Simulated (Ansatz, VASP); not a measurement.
## Two plane-wave programs on C

```xyz
12
Lattice="2.5221 0.0000 0.0000 -1.2610 2.1842 0.0000 0.0000 0.0000 12.3557" Properties=species:S:1:pos:R:3 pbc="T T T"
C     0.0000    0.0000    2.3167
C     0.0000    0.0000    8.4945
C     0.0000    0.0000    3.8612
C     0.0000    0.0000   10.0390
C     0.0000    1.4561    6.4352
C     1.2610    0.7281    0.2574
C     0.0000    1.4561   12.0983
C     1.2610    0.7281    5.9205
C     0.0000    1.4561    7.9797
C     1.2610    0.7281    1.8018
C     0.0000    1.4561   10.5539
C     1.2610    0.7281    4.3760
```

Alike in both runs: task relaxation of cell and atoms; functional r2SCAN; k mesh 12 × 12 × 2; occupations gaussian, width 0.02 eV; no spin polarisation.

|  | VASP | Ansatz |
| --- | --- | --- |
| version | VASP 6.6.1 | Ansatz 0.2.0 |
| potentials or method | VASP PAW PBE potentials, release 64 (C), cutoff 600 eV | scalar-relativistic, plane waves, PAW |
| valence electrons in the cell | 48 | 48 |

VASP gave:

| Quantity | Value |
| --- | --- |
| gap on the k mesh at the Fermi level, each at its own relaxed structure (eV) | 4.66 |
| relaxed volume (Å³/atom) | 5.65 |
| relaxed cell length with the largest relative difference (Å) | 2.513 |

Question: Estimate Ansatz's values.

Answer: gap on the k mesh at the Fermi level, each at its own relaxed structure (eV): 4.69; relaxed volume (Å³/atom): 5.64; relaxed cell length with the largest relative difference (Å): 2.512.

VASP's potentials were made for PBE, not for r2SCAN.
